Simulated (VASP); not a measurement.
# BaS (I4/mmm) in VASP: settings compared

The runs below take BaS through single point, with PBE, r2SCAN.

Program: VASP 6.6.1. These are calculated values, not measurements. Logs are shortened: lines on timing, memory, paths and dates and some standing lists are left out, and cuts for length are marked.

## (1) The cell of the first run

The structure is tetragonal, space group I4/mmm (No. 139). The conventional cell has a = 4.542 Å, b = 4.542 Å, c = 6.202 Å, α = 90.00°, β = 90.00°, γ = 90.00°. Ba (site symmetry 4/mmm) has 6 S at 3.10 to 3.21 Å within 4.1 Å. S (site symmetry 4/mmm) has 6 Ba at 3.10 to 3.21 Å within 4.1 Å.

## (2) Single point, PBE (uniaxial x strain -3.5%)

File INCAR:

```
SYSTEM = BaS
PREC = Accurate
ENCUT = 520
EDIFF = 1E-6
ISMEAR = -1
SIGMA = 0.02
LREAL = .False.
LASPH = .True.
NELM = 60
ALGO = Normal
ISIF = 2
LWAVE = .False.
LCHARG = .False.
GGA = PE
NBANDS = 15
```

File KPOINTS:

```
regular mesh
0
Gamma
  8 8 8
  0 0 0
```

File POSCAR:

```
BaS
1.0
    0.0000000000      3.2117958739      3.2117958739
    3.1009889163      0.0000000000      3.2117958739
    3.1009889163      3.2117958739      0.0000000000
Ba S
1 1
Direct
    0.0000000000      0.0000000000      0.0000000000
    0.5000000000      0.5000000000      0.5000000000
```

Potentials or basis: VASP PAW PBE potentials, release 64 (Ba_sv, S).

Started as:

```sh
$ cat potpaw_PBE.64/Ba_sv/POTCAR potpaw_PBE.64/S/POTCAR > POTCAR
$ mpirun -np 1 vasp_std > vasp.out
```

OUTCAR:

```text
SYSTEM = BaS
   PREC = Accurate
   ENCUT = 520
   EDIFF = 1E-6
   ISMEAR = -1
   LREAL = .False.
   LASPH = .True.
   NELM = 60
   ISIF = 2
   GGA = PE

 ion  position               nearest neighbor table
   1  0.000  0.000  0.000-   2 3.10   2 3.10   2 3.21   2 3.21   2 3.21   2 3.21
   2  0.500  0.500  0.500-   1 3.10   1 3.10   1 3.21   1 3.21   1 3.21   1 3.21

  LATTYP: Found a body centered tetragonal cell.
 ALAT       =     4.5421652844
 C/A-ratio  =     1.3654231945

  Lattice vectors:

 A1 = (  -3.1009889163,   0.0000000000,  -3.2117958739)
 A2 = (  -3.1009889163,   0.0000000000,   3.2117958739)
 A3 = (   3.1009889163,   3.2117958739,   0.0000000000)

Analysis of symmetry for initial positions (statically):
=====================================================================
 Subroutine PRICEL returns:
 Original cell was already a primitive cell.

 Routine SETGRP: Setting up the symmetry group for a
 body centered tetragonal supercell.

 Subroutine GETGRP returns: Found 16 space group operations
 (whereof 16 operations were pure point group operations)
 out of a pool of 16 trial point group operations.

The static configuration has the point symmetry D_4h.

Analysis of symmetry for dynamics (positions and initial velocities):
=====================================================================
 Subroutine PRICEL returns:
 Original cell was already a primitive cell.

 Routine SETGRP: Setting up the symmetry group for a
 body centered tetragonal supercell.

 Subroutine GETGRP returns: Found 16 space group operations
 (whereof 16 operations were pure point group operations)
 out of a pool of 16 trial point group operations.

The dynamic configuration has the point symmetry D_4h.

 Subroutine INISYM returns: Found 16 space group operations
 (whereof 16 operations are pure point group operations),
 and found     1 'primitive' translations

----------------------------------------------------------------------------------------

                                     Primitive cell

  volume of cell :      63.9773

  direct lattice vectors                    reciprocal lattice vectors
     0.000000000  3.211795874  3.211795874    -0.161238887  0.155676145  0.155676145
     3.100988916  0.000000000  3.211795874     0.161238887 -0.155676145  0.155676145
     3.100988916  3.211795874  0.000000000     0.161238887  0.155676145 -0.155676145

  length of vectors
     4.542165284  4.464500531  4.464500531     0.272888444  0.272888444  0.272888444

  position of ions in fractional coordinates (direct lattice)
     0.000000000  0.000000000  0.000000000
     0.500000000  0.500000000  0.500000000

  ion indices of the primitive-cell ions
   primitive index   ion index
                 1           1
                 2           2

----------------------------------------------------------------------------------------

 KPOINTS: regular mesh

Automatic generation of k-mesh.
 Grid dimensions read from file:
 generate k-points for:    8    8    8

 Generating k-lattice:

  Cartesian coordinates                     Fractional coordinates (reciprocal lattice)
    -0.020154861  0.019459518  0.019459518     0.125000000 -0.000000000 -0.000000000
     0.020154861 -0.019459518  0.019459518     0.000000000  0.125000000  0.000000000
     0.020154861  0.019459518 -0.019459518     0.000000000  0.000000000  0.125000000

  Length of vectors
     0.034111055  0.034111055  0.034111055

  Shift w.r.t. Gamma in fractional coordinates (k-lattice)
     0.000000000  0.000000000  0.000000000

 Subroutine IBZKPT returns following result:
 ===========================================

 Found     59 irreducible k-points:

 Following reciprocal coordinates:
            Coordinates               Weight
  0.000000  0.000000  0.000000      1.000000
  0.125000 -0.000000 -0.000000      8.000000
  0.250000 -0.000000 -0.000000      8.000000
  0.375000 -0.000000 -0.000000      8.000000
  0.500000 -0.000000 -0.000000      4.000000
  0.125000  0.125000  0.000000      4.000000
[... 16 lines left out ...]
  0.250000  0.125000  0.125000      4.000000
  0.375000  0.125000  0.125000      8.000000
 [... further k-points ...]
   k-points           NKPTS =     59   k-points in BZ     NKDIM =     59   number of bands    NBANDS=     15
   number of dos      NEDOS =    301   number of ions     NIONS =      2
   total plane-waves  NPLWV =  46656
   dimension x,y,z NGX =    36 NGY =   36 NGZ =   36
   dimension x,y,z NGXF=    72 NGYF=   72 NGZF=   72
   ions per type =               1   1
   NGX,Y,Z   is equivalent  to a cutoff of  13.18, 13.41, 13.41 a.u.
   NGXF,Y,Z  is equivalent  to a cutoff of  26.35, 26.81, 26.81 a.u.
 SYSTEM =  BaS
   PREC   = accura    normal or accurate (medium, high low for compatibility)
   ISTART =      0    job   : 0-new  1-cont  2-samecut
   ICHARG =      2    charge: 1-file 2-atom 10-const
   ISPIN  =      1    spin polarized calculation?
   LNONCOLLINEAR =      F non collinear calculations
   LSORBIT =      F    spin-orbit coupling
   LASPH  =      T    aspherical Exc in radial PAW
   ENCUT  =  520.0 eV  38.22 Ry    6.18 a.u.   8.45  8.30  8.30*2*pi/ulx,y,z
   NELM   =     60;   NELMIN=  2; NELMDL= -5     # of ELM steps
   EDIFF  = 0.1E-05   stopping-criterion for ELM
   LREAL  =      F    real-space projection
   EDIFFG = 0.1E-04   stopping-criterion for IOM
   NSW    =      0    number of steps for IOM
   IBRION =     -1    ionic relax: 0-MD 1-quasi-New 2-CG
   NFREE  =      0    steps in history (QN), initial steepest desc. (CG)
   ISIF   =      2    stress and relaxation
   ISYM   =      2    0-nonsym 1-usesym 2-fastsym
   POTIM  = 0.5000    time-step for ionic-motion
   TEBEG  =    0.0;   TEEND  =   0.0 temperature during run
   PSTRESS=    0.0 pullay stress
   NELECT =      16.0000    total number of electrons
   NUPDOWN=      -1.0000    fix difference up-down
   EMIN   =  10.00;   EMAX   =-10.00  energy-range for DOS
   EFERMI =   0.00;   METHOD = LEGACY
   ISMEAR =    -1;   SIGMA  =   0.02  broadening in eV -4-tet -1-fermi 0-gaus
   EFERMI_NEDOS =   21; number of points for ismear=-14 and -15
   IALGO  =     38    algorithm
   IMIX   =      4    mixing-type and parameters
     AMIX     =   0.40;   BMIX     =  1.00
     AMIX_MAG =   1.60;   BMIX_MAG =  1.00
  volume/ion in A,a.u.               =      31.99       215.87
  Fermi-wavevector in a.u.,A,eV,Ry     =   1.031429  1.949119 14.474509  1.063846
  Thomas-Fermi vector in A             =   2.165577
   LORBIT       =      0    0 simple, 1 ext, 2 COOP (PROOUT), +10 PAW based schemes
   GGA     = PE    functional components
   LHFCALC =     F    Hartree Fock is set to
   AEXX    =    0.0000 exact exchange contribution
   IVDW    =     0    specifies the selected vdW correction
   LEPSILON=     F    determine dielectric tensor
   LRPA    =     F    only Hartree local field effects (RPA)
 non-spin polarized calculation
  energy-cutoff  :      520.00
  volume of cell :       63.98
 maximum number of plane-waves:      1759
 NGX is ok and might be reduce to    36
   NGX = 17   NGY = 17   NGZ = 17

 number of electron      16.0000000 magnetization

 Free energy of the ion-electron system (eV)
  ---------------------------------------------------
  ext. energy  EPLUGINS =         0.00000000
  ---------------------------------------------------
  free energy    TOTEN  =       -10.15437611 eV

  energy without entropy =      -10.15437611  energy(sigma->0) =      -10.15437611

 E-fermi :   2.0040     XC(G=0):  -8.6996

 val. band max:        1.6422656827   @ k =   0.0000   0.0000   0.0000
 cond. band min:       3.6075651311   @ k =   0.0000   0.5000   0.5000
 fundamental gap:      1.9652994483
 Fermi energy:         2.0040322454

 k-point     1 :       0.0000    0.0000    0.0000
  band No.  band energies     occupation
      1     -24.4638      2.00000
      2      -9.5261      2.00000
      3      -9.5163      2.00000
      4      -9.5163      2.00000
      5      -8.8415      2.00000
      6       1.5082      2.00000
      7       1.5082      2.00000
      8       1.6423      2.00000
      9       5.1798      0.00000
     10       5.3402      0.00000
     11       5.3402      0.00000
     12       5.5905      0.00000
     13       6.2595      0.00000
     14       6.5427      0.00000
     15      10.3227      0.00000

 k-point     2 :       0.1250   -0.0000   -0.0000
  band No.  band energies     occupation
      1     -24.4566      2.00000
      2      -9.8647      2.00000
      3      -9.5254      2.00000
      4      -9.5250      2.00000
      5      -8.4825      2.00000
      6       1.1269      2.00000
      7       1.2994      2.00000
      8       1.3760      2.00000
      9       5.4036      0.00000
     10       5.5914      0.00000
     11       5.7313      0.00000
     12       5.8040      0.00000
     13       6.7101      0.00000
     14       7.0418      0.00000
     15      10.9600      0.00000

 k-point     3 :       0.2500   -0.0000   -0.0000
  band No.  band energies     occupation
      1     -24.4393      2.00000
      2     -10.3224      2.00000
      3      -9.5458      2.00000
      4      -9.5338      2.00000
      5      -7.9869      2.00000
      6       0.3808      2.00000
      7       0.8872      2.00000
      8       0.9125      2.00000
      9       5.6686      0.00000
     10       6.2899      0.00000
     11       6.3716      0.00000
     12       6.9657      0.00000
     13       7.8430      0.00000
     14       8.2634      0.00000
     15      12.2311      0.00000

 k-point     4 :       0.3750   -0.0000   -0.0000
  band No.  band energies     occupation
      1     -24.4217      2.00000
      2     -10.6397      2.00000
      3      -9.5664      2.00000
      4      -9.5420      2.00000
      5      -7.6275      2.00000
      6      -0.2095      2.00000
      7       0.5461      2.00000
      8       0.5548      2.00000
      9       6.2997      0.00000
     10       7.2829      0.00000
     11       7.2951      0.00000
     12       7.7628      0.00000
     13       9.2477      0.00000
     14       9.6912      0.00000
     15      11.7748      0.00000
[... 307 lines left out ...]
 k-point    22 :       0.0000    0.1250    0.1250
  band No.  band energies     occupation
      1     -24.4535      2.00000
      2      -9.9458      2.00000
      3      -9.5499      2.00000
      4      -9.5499      2.00000
      5      -8.3471      2.00000
      6       0.8160      2.00000
      7       1.4110      2.00000
      8       1.4110      2.00000
      9       5.1399      0.00000
     10       5.5150      0.00000
     11       5.9498      0.00000
     12       5.9498      0.00000
     13       6.4140      0.00000
     14       7.9635      0.00000
     15      11.2111      0.00000

 k-point    23 :       0.2500    0.1250    0.1250
  band No.  band energies     occupation
      1     -24.4467      2.00000
      2     -10.0699      2.00000
      3      -9.5925      2.00000
      4      -9.5225      2.00000
      5      -8.2494      2.00000
      6       0.6012      2.00000
      7       0.9561      2.00000
      8       1.4830      2.00000
      9       5.3489      0.00000
     10       5.7219      0.00000
     11       6.3427      0.00000
     12       6.6022      0.00000
     13       7.2241      0.00000
     14       7.7127      0.00000
     15      11.8115      0.00000

 k-point    24 :       0.3750    0.1250    0.1250
  band No.  band energies     occupation
      1     -24.4294      2.00000
      2     -10.3818      2.00000
      3      -9.6313      2.00000
      4      -9.5437      2.00000
      5      -7.9271      2.00000
      6       0.0982      2.00000
      7       0.6359      2.00000
      8       1.1653      2.00000
      9       5.6426      0.00000
     10       6.3263      0.00000
     11       7.2309      0.00000
     12       7.4712      0.00000
     13       8.2166      0.00000
     14       9.0797      0.00000
     15      11.6508      0.00000

 [... further k-points ...]
[... 5 lines left out ...]
  --------------------------------------------------------------------------------------
  -------------------------------------------------------------------------------------
  Total        1.9559523      0.5140769      0.5140769      0.0000000      0.0000000     -0.0000000
  in kB       48.9827034     12.8739718     12.8739718      0.0000000      0.0000000     -0.0000000
  external PRESSURE =      24.9102157 kB  Pullay stress =       0.0000000 kB

 VOLUME and BASIS-vectors are now :
 -----------------------------------------------------------------------------
  energy-cutoff  :      520.00
  volume of cell :       63.98
      direct lattice vectors                 reciprocal lattice vectors
     0.000000000  3.211795874  3.211795874    -0.161238887  0.155676145  0.155676145
     3.100988916  0.000000000  3.211795874     0.161238887 -0.155676145  0.155676145
     3.100988916  3.211795874  0.000000000     0.161238887  0.155676145 -0.155676145

 POSITION                                       TOTAL-FORCE (eV/Angst)
 -----------------------------------------------------------------------------------
      0.00000      0.00000      0.00000         0.000000      0.000000     -0.000000
      3.10099      3.21180      3.21180         0.000000     -0.000000      0.000000
 -----------------------------------------------------------------------------------
    total drift:                                0.000000      0.000000      0.000000

  FREE ENERGIE OF THE ION-ELECTRON SYSTEM (eV)
  ---------------------------------------------------
  free  energy   TOTEN  =       -10.1543761055 eV

  energy  without entropy=      -10.1543761055  energy(sigma->0) =      -10.15437611
```

It took 21 s on 1 thread of Intel Xeon 6975P-C (Granite Rapids), shared host; peak memory 0.23 GiB.

Results:

| Quantity | Value |
| --- | --- |
| Free energy | -10.1544 eV |
| Pressure | 2.5 GPa |
| Band gap on the k mesh | 1.97 eV, indirect (least direct gap 2.11 eV) |

Caveat: the cell differs from its parent crystal (uniaxial x strain -3.5%); spin-orbit coupling is left out, which moves the levels of the heavy elements.

## (3) Single point, r2SCAN (uniaxial x strain -3.5%)

POSCAR is that of step 2.

File INCAR.step1:

```
SYSTEM = BaS
ALGO = Normal
EDIFF = 1E-4
ENCUT = 520
GGA = PE
ISMEAR = 0
LASPH = .TRUE.
LCHARG = .FALSE.
LREAL = .FALSE.
LWAVE = .TRUE.
NBANDS = 15
NELM = 100
PREC = Accurate
SIGMA = 0.01
```

File INCAR.step2:

```
SYSTEM = BaS
ALGO = Normal
EDIFF = 1E-6
ENCUT = 520
ISIF = 2
ISMEAR = 0
ISTART = 1
LASPH = .TRUE.
LCHARG = .FALSE.
LMIXTAU = .TRUE.
LREAL = .FALSE.
LWAVE = .FALSE.
METAGGA = R2SCAN
NBANDS = 15
NELM = 100
PREC = Accurate
SIGMA = 0.01
```

File KPOINTS:

```
k-points
0
G
  8 8 8
  0 0 0
```

Potentials or basis: VASP PAW PBE potentials, release 64 (Ba_sv, S).

Started as:

```sh
$ cat potpaw_PBE.64/Ba_sv/POTCAR potpaw_PBE.64/S/POTCAR > POTCAR
$ cp INCAR.step1 INCAR
$ mpirun -np 1 vasp_std > vasp.out
$ cp INCAR.step2 INCAR
$ mpirun -np 1 vasp_std > vasp.out
```

It took 79 s on 1 thread of Intel Xeon 6975P-C (Granite Rapids), shared host; peak memory 0.24 GiB.

The run converged. Its results:

```yaml
Free_energy: -39.1665 eV
Pressure: 2.5 GPa
Band_gap_on_the_k_mesh: 2.31 eV, indirect (least direct gap 2.46 eV)
```

Stress tensor (GPa, compression positive):
```
5.15 0.00 0.00
0.00 1.22 0.00
0.00 0.00 1.22
```

Levels at points of the mesh, in eV from the valence-band top:
| k point | band 5 | band 6 | band 7 | band 8 | band 9 | band 10 | band 11 | band 12 |
| --- | --- | --- | --- | --- | --- | --- | --- | --- |
| (0.00, 0.00, 0.00) | -10.93 | -0.14 | -0.14 | 0.00 | 4.13 | 4.13 | 4.15 | 4.38 |
| (0.50, 0.00, 0.00) | -9.47 | -2.05 | -1.23 | -1.21 | 6.00 | 6.09 | 6.80 | 6.89 |
| (0.50, 0.50, 0.00) | -10.84 | -0.66 | -0.27 | -0.11 | 2.35 | 6.33 | 6.87 | 7.90 |
| (0.00, 0.50, 0.50) | -10.85 | -0.45 | -0.27 | -0.27 | 2.31 | 6.53 | 6.76 | 8.01 |

Caveat: the cell differs from its parent crystal (uniaxial x strain -3.5%); the PAW data sets were made with another functional, which shifts forces and pressure a little; spin-orbit coupling is left out, which moves the levels of the heavy elements.
